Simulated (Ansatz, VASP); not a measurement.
**SnO2: VASP beside Ansatz**

POSCAR

```
SnO2
1.0
    4.7599378643      0.0000000000      0.0000000000
    0.0000000000      4.7599378643      0.0000000000
    0.0000000000      0.0000000000      3.2647249739
Sn O
2 4
Direct
    0.5000000000      0.5000000000      0.5000000000
    0.0000000000      0.0000000000      0.0000000000
    0.3066451528      0.3066451528      0.0000000000
    0.8066451528      0.1933548472      0.5000000000
    0.1933548472      0.8066451528      0.5000000000
    0.6933548472      0.6933548472      0.0000000000
```

Contents of INCAR.step1:

```
SYSTEM = SnO2
PREC = Accurate
ENCUT = 520
ISMEAR = 0
SIGMA = 0.02
LREAL = .FALSE.
LASPH = .TRUE.
NELM = 80
NBANDS = 35
GGA = PE
ALGO = Normal
EDIFF = 1E-4
LWAVE = .TRUE.
LCHARG = .FALSE.
```

INCAR.step2

```
SYSTEM = SnO2
PREC = Accurate
ENCUT = 520
EDIFF = 1E-6
ISMEAR = 0
SIGMA = 0.02
LREAL = .FALSE.
LASPH = .TRUE.
NELM = 80
ALGO = Normal
ISIF = 2
LWAVE = .FALSE.
LCHARG = .FALSE.
METAGGA = R2SCAN
LMIXTAU = .TRUE.
NBANDS = 35
ISTART = 1
```

File KPOINTS:

```
regular mesh
0
G
  6 6 8
  0 0 0
```

Input for Ansatz:

```yaml
crystal:
  lattice:
    - [4.7599378643, 0.0, 0.0]
    - [0.0, 4.7599378643, 0.0]
    - [0.0, 0.0, 3.2647249739]
  atoms:
    - { symbol: Sn, position: [0.5, 0.5, 0.5] }
    - { symbol: Sn, position: [0.0, 0.0, 0.0] }
    - { symbol: O, position: [0.3066451528, 0.3066451528, 0.0] }
    - { symbol: O, position: [0.8066451528, 0.1933548472, 0.5] }
    - { symbol: O, position: [0.1933548472, 0.8066451528, 0.5] }
    - { symbol: O, position: [0.6933548472, 0.6933548472, 0.0] }
basis:
  ecutwfc: 500
kpoints:
  mp_grid: { grid: [6, 6, 8] }
  band_path: { path: [VBM, CBM], npoints: 2 }
hamiltonian:
  xc: r2scan
scf:
  occupations: { method: gaussian, width: 0.02 }
output:
  forces: true
  stress: true
  eigenvalues: true
checkpoint:
  read: start.run
  write: ck
  compress: false
  write_wavefunctions: false
  write_every: 100000
```

Alike in both runs: task single point; functional r2SCAN; k mesh 6 × 6 × 8; occupations gaussian, width 0.02 eV; no spin polarisation.

```csv
,VASP,Ansatz
version,VASP 6.6.1,Ansatz 0.2.0
potentials or method,"VASP PAW PBE potentials, release 64 (Sn_d, O), cutoff 520 eV","scalar-relativistic, plane waves, PAW"
valence electrons in the cell,52,52
```

|  | VASP | Ansatz | Ansatz less VASP |
| --- | --- | --- | --- |
| gap on the k mesh at the Fermi level (eV) | 1.51 | 1.48 | -0.024 |
| least direct gap on the mesh (eV) | 1.51 | 1.48 | -0.024 |
| pressure (GPa) | -3.7 | -4.6 | -0.99 |
| traceless stress, the component that is largest in VASP (GPa) | -3.28 | -3.54 | -0.259 |
| rms of the force components (eV/Å) | 0.008 | 0.000 | -0.0083 |

VASP's potentials were made for PBE, not for r2SCAN. Atom by atom the forces differ by 0.008 eV/Å (rms over components). The functional is the same, so the differences come from potentials, cutoffs and numerics.
